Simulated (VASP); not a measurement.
A run of VASP 6.6.1 is set up as follows.

File INCAR:

```
  ALGO = Normal
  EDIFF = 1E-8
  ENCUT = 520
  GGA = PS
  ISIF = 2
  ISMEAR = -1
  LASPH = T
  LCHARG = F
  LEFG = T
  LREAL = F
  LWAVE = F
  NBANDS = 11
  NELM = 60
  PREC = Accurate
  SIGMA = 0.03
```

File KPOINTS:

```
k-points
0
Gamma
  10 10 10
```

Contents of POSCAR:

```
MgS
1.0
    0.0000000000      2.5929487644      2.5929487644
    2.5929487644      0.0000000000      2.5929487644
    2.5929487644      2.5929487644      0.0000000000
Mg S
1 1
Direct
    0.0000000000      0.0000000000      0.0000000000
    0.5000000000      0.5000000000      0.5000000000
```

Potentials or basis: VASP PAW PBE potentials, release 64 (Mg, S).

Run with:

```sh
$ cat potpaw_PBE.64/Mg/POTCAR potpaw_PBE.64/S/POTCAR > POTCAR
$ mpirun -np 1 vasp_std > vasp.out
```

(1) Predict the band gap on the k mesh.

(2) Estimate the pressure.

Answers

(1) 2.73 eV, indirect (least direct gap 3.67 eV).

(2) -0.4 GPa.

Caveat: without QUAD_EFG the Cq values of the log hold for a quadrupole moment of 1 mb, not for the nuclei; the PAW data sets were made with another functional, which shifts forces and pressure a little.
